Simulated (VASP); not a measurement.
A run of VASP 6.6.1 is set up as follows.

Contents of INCAR:

```
SYSTEM = PbO
PREC = Accurate
ENCUT = 520
EDIFF = 1E-6
ISMEAR = -1
SIGMA = 0.05
LREAL = .FALSE.
LASPH = .TRUE.
NELM = 80
ALGO = Normal
ISIF = 2
LWAVE = .FALSE.
LCHARG = .TRUE.
GGA = PE
LELF = .TRUE.
LVHAR = .TRUE.
NBANDS = 28
```

File KPOINTS:

```
Automatic mesh
0
G
  7 7 6
  0 0 0
```

The input POSCAR:

```
PbO
1.0
    4.0164246111      0.0000000000      0.0000000000
    0.0000000000      4.0164246111      0.0000000000
    0.0000000000      0.0000000000      5.0431797749
Pb O
2 2
Direct
    0.5000000000      0.0000000000      0.7600000000
    0.0000000000      0.5000000000      0.2400000000
    0.5000000000      0.5000000000      0.0000000000
    0.0000000000      0.0000000000      0.0000000000
```

Potentials or basis: VASP PAW PBE potentials, release 64 (Pb_d, O).

Launch:

```bash
$ cat potpaw_PBE.64/Pb_d/POTCAR potpaw_PBE.64/O/POTCAR > POTCAR
$ mpirun -np 1 vasp_std > vasp.out
```

Question: What does it give for the pressure?

Answer: 1.4 GPa.

Question: Estimate the largest force.

Answer: 0.224 eV/Å.

Stress tensor (GPa, compression positive):
```
1.68 0.00 0.00
0.00 1.68 0.00
0.00 0.00 0.77
```
